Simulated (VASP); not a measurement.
# SrGa3 (Pm-3m) in VASP: a series of runs, part 2 of 2

VASP 6.6.1.

## (3) Single point, PBE (volume scaled by 0.980)

File INCAR:

```
PREC = Accurate
ENCUT = 520
EDIFF = 1E-6
ISMEAR = 0
SIGMA = 0.05
LREAL = False
LASPH = True
NELM = 100
ALGO = Normal
ISIF = 2
LWAVE = False
LCHARG = False
GGA = PE
NBANDS = 32
```

File KPOINTS:

```
Automatic mesh
0
Gamma
  8 8 8
```

File POSCAR:

```
SrGa3
1.0
    4.4980845601      0.0000000000      0.0000000000
    0.0000000000      4.4980845601      0.0000000000
    0.0000000000      0.0000000000      4.4980845601
Sr Ga
1 3
Direct
    0.0000000000      0.0000000000      0.0000000000
    0.0000000000      0.5000000000      0.5000000000
    0.5000000000      0.5000000000      0.0000000000
    0.5000000000      0.0000000000      0.5000000000
```

Potentials or basis: VASP PAW PBE potentials, release 64 (Sr_sv, Ga_d).

On the command line:

```sh
$ cat potpaw_PBE.64/Sr_sv/POTCAR potpaw_PBE.64/Ga_d/POTCAR > POTCAR
$ mpirun -np 1 vasp_std > vasp.out
```

OUTCAR:

```text
PREC = Accurate
   ENCUT = 520
   EDIFF = 1E-6
   ISMEAR = 0
   LREAL = False
   LASPH = True
   NELM = 100
   ISIF = 2
   GGA = PE

 ion  position               nearest neighbor table
   1  0.000  0.000  0.000-   2 3.18   3 3.18   4 3.18   2 3.18   4 3.18   2 3.18   3 3.18   2 3.18
                             3 3.18   4 3.18   4 3.18   3 3.18
   2  0.000  0.500  0.500-   1 3.18   1 3.18   1 3.18   1 3.18
   3  0.500  0.500  0.000-   1 3.18   1 3.18   1 3.18   1 3.18
   4  0.500  0.000  0.500-   1 3.18   1 3.18   1 3.18   1 3.18

  LATTYP: Found a simple cubic cell.
 ALAT       =     4.4980845601

  Lattice vectors:

 A1 = (   4.4980845601,   0.0000000000,   0.0000000000)
 A2 = (   0.0000000000,   4.4980845601,   0.0000000000)
 A3 = (   0.0000000000,   0.0000000000,   4.4980845601)

Analysis of symmetry for initial positions (statically):
=====================================================================
 Subroutine PRICEL returns:
 Original cell was already a primitive cell.

 Routine SETGRP: Setting up the symmetry group for a
 simple cubic supercell.

 Subroutine GETGRP returns: Found 48 space group operations
 (whereof 48 operations were pure point group operations)
 out of a pool of 48 trial point group operations.

The static configuration has the point symmetry O_h .

Analysis of symmetry for dynamics (positions and initial velocities):
=====================================================================
 Subroutine PRICEL returns:
 Original cell was already a primitive cell.

 Routine SETGRP: Setting up the symmetry group for a
 simple cubic supercell.

 Subroutine GETGRP returns: Found 48 space group operations
 (whereof 48 operations were pure point group operations)
 out of a pool of 48 trial point group operations.

The dynamic configuration has the point symmetry O_h .

[... 113 lines left out ...]
   NELECT =      49.0000    total number of electrons
   NUPDOWN=      -1.0000    fix difference up-down
   EMIN   =  10.00;   EMAX   =-10.00  energy-range for DOS
   EFERMI =   0.00;   METHOD = LEGACY
   ISMEAR =     0;   SIGMA  =   0.05  broadening in eV -4-tet -1-fermi 0-gaus
   EFERMI_NEDOS =   21; number of points for ismear=-14 and -15
   IALGO  =     38    algorithm
   IMIX   =      4    mixing-type and parameters
     AMIX     =   0.40;   BMIX     =  1.00
     AMIX_MAG =   1.60;   BMIX_MAG =  1.00
  volume/ion in A,a.u.               =      22.75       153.54
  Fermi-wavevector in a.u.,A,eV,Ry     =   1.331821  2.516777 24.133301  1.773748
  Thomas-Fermi vector in A             =   2.460803
   LORBIT       =      0    0 simple, 1 ext, 2 COOP (PROOUT), +10 PAW based schemes
   GGA     = PE    functional components
   LHFCALC =     F    Hartree Fock is set to
   AEXX    =    0.0000 exact exchange contribution
   IVDW    =     0    specifies the selected vdW correction
   LEPSILON=     F    determine dielectric tensor
   LRPA    =     F    only Hartree local field effects (RPA)
 non-spin polarized calculation
 Gauss-broadening in eV      SIGMA  =   0.05
  energy-cutoff  :      520.00
  volume of cell :       91.01
 maximum number of plane-waves:      2469
 NGX is ok and might be reduce to    36
   NGX = 17   NGY = 17   NGZ = 17

 number of electron      49.0000008 magnetization

 Free energy of the ion-electron system (eV)
  ---------------------------------------------------
  ext. energy  EPLUGINS =         0.00000000
  ---------------------------------------------------
  free energy    TOTEN  =       -11.17849994 eV

  energy without entropy =      -11.17556608  energy(sigma->0) =      -11.17703301

 E-fermi :   4.1761     XC(G=0): -10.2495

 val. band max:        4.1716963991   @ k =   0.5000   0.3750   0.1250
 cond. band min:       4.1802534282   @ k =   0.5000   0.5000   0.1250
 fundamental gap:      0.0085570290
 Fermi energy:         4.1761339926

 k-point     1 :       0.0000    0.0000    0.0000
  band No.  band energies     occupation
      1     -30.4507      2.00000
      2     -12.5865      2.00000
      3     -12.5865      2.00000
      4     -12.5865      2.00000
      5     -10.5494      2.00000
      6     -10.5494      2.00000
[... 829 lines left out ...]
     31       9.5941      0.00000
     32      10.5172      0.00000

 [... further k-points ...]
[... 5 lines left out ...]
  --------------------------------------------------------------------------------------
  -------------------------------------------------------------------------------------
  Total        0.5354222      0.5354222      0.5354222     -0.0000000     -0.0000000     -0.0000000
  in kB        9.4259280      9.4259280      9.4259280     -0.0000000     -0.0000000     -0.0000000
  external PRESSURE =       9.4259280 kB  Pullay stress =       0.0000000 kB

 VOLUME and BASIS-vectors are now :
 -----------------------------------------------------------------------------
  energy-cutoff  :      520.00
  volume of cell :       91.01
      direct lattice vectors                 reciprocal lattice vectors
     4.498084560  0.000000000  0.000000000     0.222316852  0.000000000  0.000000000
     0.000000000  4.498084560  0.000000000     0.000000000  0.222316852  0.000000000
     0.000000000  0.000000000  4.498084560     0.000000000  0.000000000  0.222316852

 POSITION                                       TOTAL-FORCE (eV/Angst)
 -----------------------------------------------------------------------------------
      0.00000      0.00000      0.00000         0.000000      0.000000      0.000000
      0.00000      2.24904      2.24904         0.000000      0.000000      0.000000
      2.24904      2.24904      0.00000         0.000000      0.000000      0.000000
      2.24904      0.00000      2.24904         0.000000      0.000000      0.000000
 -----------------------------------------------------------------------------------
    total drift:                                0.000000      0.000000      0.000000

  FREE ENERGIE OF THE ION-ELECTRON SYSTEM (eV)
  ---------------------------------------------------
  free  energy   TOTEN  =       -11.1784999386 eV

  energy  without entropy=      -11.1755660769  energy(sigma->0) =      -11.17703301
```

OSZICAR:

```text
N       E                     dE             d eps       ncg     rms          rms(c)
DAV:   1     0.395163031418E+03    0.39516E+03   -0.23499E+04  2336   0.250E+03
DAV:   2     0.379586904974E+02   -0.35720E+03   -0.34042E+03  2336   0.553E+02
DAV:   3    -0.926438646656E+01   -0.47223E+02   -0.46147E+02  2656   0.155E+02
DAV:   4    -0.113454513491E+02   -0.20811E+01   -0.20699E+01  3536   0.304E+01
DAV:   5    -0.114088550689E+02   -0.63404E-01   -0.63371E-01  3080   0.445E+00    0.249E+01
DAV:   6    -0.112065999340E+02    0.20226E+00   -0.41250E-01  2968   0.672E+00    0.131E+01
DAV:   7    -0.111816609351E+02    0.24939E-01   -0.17158E-01  3376   0.283E+00    0.929E-01
DAV:   8    -0.111785863816E+02    0.30746E-02   -0.25622E-02  2848   0.181E+00    0.332E-01
DAV:   9    -0.111784704834E+02    0.11590E-03   -0.43475E-03  3208   0.395E-01    0.121E-01
DAV:  10    -0.111784848039E+02   -0.14321E-04   -0.38163E-04  3192   0.119E-01    0.502E-02
DAV:  11    -0.111784966556E+02   -0.11852E-04   -0.39988E-05  3048   0.332E-02    0.242E-02
DAV:  12    -0.111785005855E+02   -0.39298E-05   -0.45203E-06  2424   0.148E-02    0.145E-02
DAV:  13    -0.111784999386E+02    0.64691E-06   -0.76492E-07  1920   0.677E-03
   1 F= -.11178500E+02 E0= -.11177033E+02  d E =-.293386E-02
```

Wall time 33 s (1 thread of Intel Xeon 6975P-C (Granite Rapids), shared host); peak memory 0.25 GiB.

What came out:

```yaml
Free_energy: -11.1785 eV
Pressure: 0.9 GPa
```

Levels at points of the mesh, in eV from the Fermi level:
```tsv
k point	band 23	band 24	band 25	band 26	band 27	band 28
(0.00, 0.00, 0.00)	-0.90	-0.90	-0.90	3.79	3.94	3.94
(0.50, 0.00, 0.00)	-0.80	-0.80	-0.21	1.88	1.88	2.53
(0.50, 0.50, 0.00)	-2.86	0.50	0.50	1.36	1.93	2.72
(0.50, 0.50, 0.50)	-3.11	-1.43	-1.43	-1.43	3.74	5.73
```

Caveat: the cell differs from its parent crystal (volume scaled by 0.980).

## (4) Single point, PBE

This run uses another cell than the first one, of 23.03 Å³/atom, 1.033 times its volume.

File INCAR:

```
SYSTEM = SrGa3
  ALGO = Fast
  EDIFF = 1E-6
  ENCUT = 520
  GGA = PE
  ISIF = 2
  ISMEAR = 0
  LASPH = .True.
  LCHARG = .True.
  LELF = .True.
  LREAL = .False.
  LVHAR = .True.
  LWAVE = .False.
  NBANDS = 32
  NELM = 60
  PREC = Accurate
  SIGMA = 0.05
```

File KPOINTS:

```
k-points
0
Gamma
  8 8 8
  0 0 0
```

File POSCAR:

```
SrGa3
1.0
    4.5163193468      0.0000000000      0.0000000000
    0.0000000000      4.5163193468      0.0000000000
    0.0000000000      0.0000000000      4.5163193468
Sr Ga
1 3
Direct
    0.0000000000      0.0000000000      0.0000000000
    0.0000000000      0.5000000000      0.5000000000
    0.5000000000      0.5000000000      0.0000000000
    0.5000000000      0.0000000000      0.5000000000
```

On the command line:

```sh
$ cat potpaw_PBE.64/Sr_sv/POTCAR potpaw_PBE.64/Ga_d/POTCAR > POTCAR
$ mpirun -np 1 vasp_std > vasp.out
```

Wall time 71 s (1 thread of Intel Xeon 6975P-C (Granite Rapids), shared host); peak memory 0.26 GiB.

Results (log left out):

| Quantity | Value |
| --- | --- |
| Free energy | -11.1833 eV |
| Pressure | 0.4 GPa |

Levels at points of the mesh, in eV from the Fermi level:
```tsv
k point	band 22	band 23	band 24	band 25	band 26	band 27	band 28	band 29
(0.00, 0.00, 0.00)	-3.26	-0.89	-0.89	-0.89	3.75	3.90	3.91	3.91
(0.50, 0.00, 0.00)	-2.35	-0.78	-0.78	-0.20	1.86	1.86	2.46	2.70
(0.50, 0.50, 0.00)	-5.35	-2.84	0.50	0.50	1.33	1.92	2.67	2.67
(0.50, 0.50, 0.50)	-5.22	-3.07	-1.43	-1.43	-1.43	3.68	5.68	5.68
```

## (5) The runs side by side

```csv
cell,gap on the mesh (eV),pressure (GPa)
"a = 4.467 Å, 4 atoms",none,1.9
"a = 4.498 Å, 4 atoms",none,0.9
"a = 4.516 Å, 4 atoms",none,0.4
```

Alike in all rows: task single point; level PBE; potentials or basis VASP PAW PBE potentials, release 64 (Sr_sv, Ga_d); no spin polarisation; k mesh 8 × 8 × 8; cutoff (eV) 520; smearing gaussian 0.05 eV.

Total energies depend on the potentials used, so only differences within one code and one set of settings carry meaning.
